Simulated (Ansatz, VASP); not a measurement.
## Cd2Hg3Te5 in VASP and in Ansatz

INCAR

```
SYSTEM = Cd2Hg3Te5
PREC = Accurate
ENCUT = 520
EDIFF = 1E-6
ISMEAR = 0
SIGMA = 0.1
LREAL = .False.
LASPH = .True.
NELM = 100
ALGO = Normal
ISIF = 2
LWAVE = .False.
LCHARG = .True.
GGA = PE
LELF = .True.
LVHAR = .True.
NBANDS = 56
```

The input KPOINTS:

```
Automatic mesh
0
Gamma
  6 6 6
  0 0 0
```

File POSCAR:

```
Cd2Hg3Te5
1.0
   -2.2018756600      2.2018756600     15.5696121400
    2.2018756600     -2.2018756600     15.5696121400
    2.2018756600      2.2018756600    -15.5696121400
Cd Hg Te
2 3 5
Direct
    0.4000000000      0.4000000000      0.0000000000
    0.6000000000      0.6000000000      0.0000000000
    0.8000000000      0.8000000000      0.0000000000
    0.0000000000      0.0000000000      0.0000000000
    0.2000000000      0.2000000000      0.0000000000
    0.9000000000      0.9000000000      0.0000000000
    0.5000000000      0.5000000000      0.0000000000
    0.1000000000      0.1000000000      0.0000000000
    0.7000000000      0.7000000000      0.0000000000
    0.3000000000      0.3000000000      0.0000000000
```

Input for Ansatz:

```yaml
crystal:
  lattice:
    - [-2.20187566, 2.20187566, 15.56961214]
    - [2.20187566, -2.20187566, 15.56961214]
    - [2.20187566, 2.20187566, -15.56961214]
  atoms:
    - { symbol: Cd, position: [0.4, 0.4, 0.0] }
    - { symbol: Cd, position: [0.6, 0.6, 0.0] }
    - { symbol: Hg, position: [0.8, 0.8, 0.0] }
    - { symbol: Hg, position: [0.0, 0.0, 0.0] }
    - { symbol: Hg, position: [0.2, 0.2, 0.0] }
    - { symbol: Te, position: [0.9, 0.9, 0.0] }
    - { symbol: Te, position: [0.5, 0.5, 0.0] }
    - { symbol: Te, position: [0.1, 0.1, 0.0] }
    - { symbol: Te, position: [0.7, 0.7, 0.0] }
    - { symbol: Te, position: [0.3, 0.3, 0.0] }
basis:
  ecutwfc: 420
kpoints:
  mp_grid: { grid: [6, 6, 6] }
hamiltonian:
  xc: pbe
scf:
  occupations: { method: gaussian, width: 0.1 }
  lower_state_search: "off"
output:
  forces: true
  stress: true
  eigenvalues: true
```

Alike in both runs: task single point; functional PBE; k mesh 6 × 6 × 6; occupations gaussian, width 0.1 eV; no spin polarisation.

|  | VASP | Ansatz |
| --- | --- | --- |
| version | VASP 6.6.1 | Ansatz 0.2.0 |
| potentials or method | VASP PAW PBE potentials, release 64 (Cd, Hg, Te), cutoff 520 eV | scalar-relativistic, plane waves, PAW |
| valence electrons in the cell | 90 | 180 |

VASP gave:

```
gap on the k mesh at the Fermi level (eV)                     : none
pressure (GPa)                                                : -1.8
traceless stress, the component that is largest in VASP (GPa) : 0.23
rms of the force components (eV/Å)                            : 0.060
```

Which values does Ansatz return?

gap on the k mesh at the Fermi level (eV): none; pressure (GPa): -1.9; traceless stress, the component that is largest in VASP (GPa): 0.22; rms of the force components (eV/Å): 0.060.

Atom by atom the forces differ by 0.000 eV/Å (rms over components). A gap of «none» marks a metal or a gap that the smearing closes. With one functional, cell and mesh, what is left measures potentials, basis and numerics. VASP's potentials hold 90 valence electrons a cell and Ansatz's 180, so a difference there can come from the potentials and not from the codes.

Spin-orbit coupling is off throughout.
